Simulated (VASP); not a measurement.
Wanted: the native input for a VASP 6.6.1 run.

```
Task                      : relaxation of the atoms
Functional                : PBE
Potentials or basis       : VASP PAW PBE potentials, release 64 (W_sv, C)
Cutoff                    : 520 eV
k mesh                    : 8 × 8 × 1
Occupations               : gaussian, width 0.1 eV
Spin                      : no spin polarisation
Dipole correction         : yes
Atoms held fixed (from 0) : [0, 1, 2, 3, 4]
Further INCAR settings    : ALGO = Fast; EDIFF = 1e-06; IBRION = 2; EDIFFG = -0.025; NSW = 36
```

The structure of W4C lies in POSCAR:

```
W4C
1.0
    3.1836991688      0.0000000000      0.0000000000
    0.0000000000      3.1836991688      0.0000000000
    0.0000000000      0.0000000000     20.1425775749
W C
4 1
Selective dynamics
Direct
    0.5000000000      0.5000000000      0.1985843165  F F F
    0.0000000000      0.0000000000      0.2776134069  F F F
    0.5000000000      0.5000000000      0.3599451800  F F F
    0.0000000000      0.0000000000      0.4290700901  F F F
    0.0000000000      0.3750000000      0.5065179735  F F T
```

The input as run:

INCAR

```
SYSTEM = W4C
PREC = Accurate
ENCUT = 520
EDIFF = 1E-6
ISMEAR = 0
SIGMA = 0.1
LREAL = .False.
LASPH = .True.
NELM = 100
ALGO = Fast
ISIF = 2
LWAVE = .False.
LCHARG = .False.
LDIPOL = .True.
IDIPOL = 3
DIPOL = 0.5 0.5 0.354
GGA = PE
IBRION = 2
NSW = 36
EDIFFG = -0.025
```

KPOINTS

```
regular mesh
0
Gamma
  8 8 1
  0 0 0
```

Potentials or basis: VASP PAW PBE potentials, release 64 (W_sv, C).

Launch:

```console
$ cat potpaw_PBE.64/W_sv/POTCAR potpaw_PBE.64/C/POTCAR > POTCAR
$ mpirun -np 1 vasp_std > vasp.out
```

Results of the run:

```
Energy gained by relaxing : 31.7 meV/atom
Ionic steps               : 3
Band gap on the k mesh    : zero (bands 30 and 31 overlap by 0.71 eV)
```

Caveat: spin-orbit coupling is left out, which moves the levels of the heavy elements.

Run time: 18 min on 1 thread of Oxide Virtual Turin-like Processor (shared host), peak memory 0.35 GiB.
